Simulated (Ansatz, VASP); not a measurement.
# Two plane-wave programs on Cu

```
Cu
1.0
     0.00000    1.79537    1.79537
     1.79537    0.00000    1.79537
     1.79537    1.79537    0.00000
Cu
1
Direct
  0.00000 0.00000 0.00000
```

Alike in both runs: task single point; functional r2SCAN0; k mesh 7 × 7 × 7; occupations fermi-dirac, width 0.05 eV; no spin polarisation.

|  | VASP | Ansatz |
| --- | --- | --- |
| version | VASP 6.6.1 | Ansatz 0.2.0 |
| potentials or method | VASP PAW PBE potentials, release 64 (Cu) | Ansatz PAW |
| plane-wave cutoff (eV) | 520 | 500 |
| valence electrons in the cell | 11 | 19 |

Ansatz gave:

| Property | Result |
| --- | --- |
| gap on the k mesh at the Fermi level (eV) | none |
| pressure (GPa) | 0.3 |

**Question.** Which values does VASP return?

**Answer.** gap on the k mesh at the Fermi level (eV): none; pressure (GPa): 0.6.

VASP's potentials were made for PBE, not for r2SCAN0. A gap of «none» marks a metal or a gap that the smearing closes. VASP's potentials hold 11 valence electrons a cell and Ansatz's 19, so a difference there can come from the potentials and not from the codes.

The k mesh is coarse, so the values compare programs but aren't converged.
